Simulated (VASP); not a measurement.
Write the native input for VASP 6.6.1 that does the following.

* Task: molecular dynamics
* Functional: PBE
* Potentials or basis: VASP PAW PBE potentials, release 64 (Mg, O, H)
* Cutoff: 520 eV
* k mesh: 2 × 2 × 2
* Occupations: fermi-dirac, width 0.05 eV
* Spin: collinear spin
* Starting moments: [0.0, 0.0, 0.0, 0.0, 0.0, 0.0, 0.0, 0.0, 0.0, 0.0, 0.0, 0.0, 0.0, 0.0, 0.0, 0.0, 1.0] μB
* Dipole correction: no
* Further INCAR settings: LREAL = Auto; ALGO = Normal; EDIFF = 1e-05; ISYM = 0; IBRION = 0; POTIM = 0.5; NSW = 40

The structure of Mg8HO8 (a cell with a defect) lies in POSCAR:

```
Mg8HO8
1.0
    0.0000000000      3.8650000000      3.8650000000
    3.8650000000      0.0000000000      3.8650000000
    3.8650000000      3.8650000000      0.0000000000
Mg O H
8 8 1
Direct
   -0.0050919600      0.0145988000      0.0055377600
   -0.0026308000     -0.0135828800      0.5073734900
   -0.0117645500      0.5024251900      0.0095664900
    0.0134633200      0.4955019400      0.4935777100
    0.5136818800      0.0065079900     -0.0122087500
    0.4798295100      0.0015461600      0.5150321000
    0.5084153800      0.4941978100     -0.0155650500
    0.5082423800      0.4970223900      0.4975444100
    0.2613932400      0.2678252200      0.2357387500
    0.2539789900      0.2480494700      0.7569478200
    0.2337891800      0.7515921300      0.2386118300
    0.2364044900      0.7501351400      0.7658726400
    0.7424796800      0.2479584600      0.2644306300
    0.7661290200      0.2473422400      0.7520901100
    0.7474010400      0.7536851600      0.2462893700
    0.7469292400      0.7406628900      0.7459183700
    0.3709373900      0.8727715200      0.3717089000
```

One way to write it, as run:

INCAR

```
SYSTEM = Mg8HO8
  PREC = Accurate
  ENCUT = 520
  EDIFF = 1E-5
  ISMEAR = -1
  SIGMA = 0.05
  LREAL = Auto
  LASPH = .TRUE.
  NELM = 150
  ALGO = Normal
  ISIF = 2
  LWAVE = .FALSE.
  LCHARG = .FALSE.
  ISPIN = 2
  MAGMOM = 0 0 0 0 0 0 0 0 0 0 0 0 0 0 0 0 1
  LORBIT = 11
  GGA = PE
  IBRION = 0
  NSW = 40
  POTIM = 0.5
  TEBEG = 840.0
  TEEND = 840.0
  ISYM = 0
  NELMIN = 4
  RANDOM_SEED = 308989 0 0
  MDALGO = 2
  SMASS = 0
```

KPOINTS

```
Automatic mesh
0
G
  2 2 2
  0 0 0
```

Potentials or basis: VASP PAW PBE potentials, release 64 (Mg, O, H).

The run is started by

```sh
$ cat potpaw_PBE.64/Mg/POTCAR potpaw_PBE.64/O/POTCAR potpaw_PBE.64/H/POTCAR > POTCAR
$ mpirun -np 1 vasp_std > vasp.out
```

It gave:

The valence electrons inside the program's atomic spheres are Mg 0.64, 0.65, 0.70, 0.71, 0.63, 0.68 (each value once); O 5.25, 5.30, 5.28, 5.26, 5.32 (each value once); H 0.66.

Caveat: the k points lie up to 0.70 Å⁻¹ apart.

Wall time 31 min on 1 thread of Intel(R) Xeon(R) Platinum 8488C (Sapphire Rapids), on a shared host, peak memory 0.44 GiB.
